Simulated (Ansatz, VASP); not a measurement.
# One calculation of P, two programs

```
CELL_PARAMETERS angstrom
1.64774 -5.46504 0.00000
1.64774 5.46504 0.00000
0.00000 0.00000 4.54364
ATOMIC_POSITIONS crystal
P 0.90414 0.09586 0.58882
P 0.09586 0.90414 0.41118
P 0.59586 0.40414 0.08882
P 0.40414 0.59586 0.91118
```

Alike in both runs: task single point; functional LDA; k mesh 8 × 8 × 6; occupations fermi-dirac, width 0.05 eV; no spin polarisation.

```csv
,VASP,Ansatz
version,VASP 6.6.1,Ansatz 0.2.0
potentials or method,"VASP PAW LDA potentials, release 64 (P)",Ansatz PAW
plane-wave cutoff (eV),520,420
valence electrons in the cell,20,20
```

Ansatz gave:

| Property | Result |
| --- | --- |
| gap on the k mesh at the Fermi level (eV) | 0.02 |
| least direct gap on the mesh (eV) | 0.02 |
| pressure (GPa) | -2.1 |
| traceless stress, the component that is largest in VASP (GPa) | -0.63 |
| rms of the force components (eV/Å) | 0.113 |

**Question.** Which values does VASP return?

**Answer.** gap on the k mesh at the Fermi level (eV): 0.01; least direct gap on the mesh (eV): 0.01; pressure (GPa): -2.4; traceless stress, the component that is largest in VASP (GPa): -0.61; rms of the force components (eV/Å): 0.091.

LDA's correlation is that of Perdew and Zunger in VASP and of Perdew and Wang (1992) in Ansatz. Atom by atom the forces differ by 0.025 eV/Å (rms over components).
